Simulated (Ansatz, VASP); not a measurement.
# Two plane-wave programs on ZnSe

```
Se Zn
1.0
     0.00000    2.66920    2.66920
     2.66920    0.00000    2.66920
     2.66920    2.66920    0.00000
Se Zn
1 1
Cartesian
  0.0000 0.0000 0.0000
  2.6692 2.6692 2.6692
```

Alike in both runs: task single point; functional PBEsol; k mesh 12 × 12 × 12; occupations gaussian, width 0.05 eV; no spin polarisation.

```csv
,VASP,Ansatz
version,VASP 6.6.1,Ansatz 0.2.0
potentials or method,"VASP PAW PBE potentials, release 64 (Se, Zn), cutoff 520 eV","scalar-relativistic, plane waves, PAW"
valence electrons in the cell,18,28
```

```csv
,VASP,Ansatz,Ansatz less VASP
gap on the k mesh at the Fermi level (eV),none,none,-
pressure (GPa),-2.6,-2.9,-0.24
```

VASP's potentials were made for PBE, not for PBEsol. A gap of «none» marks a metal or a gap that the smearing closes. VASP's potentials hold 18 valence electrons a cell and Ansatz's 28, so a difference there can come from the potentials and not from the codes.
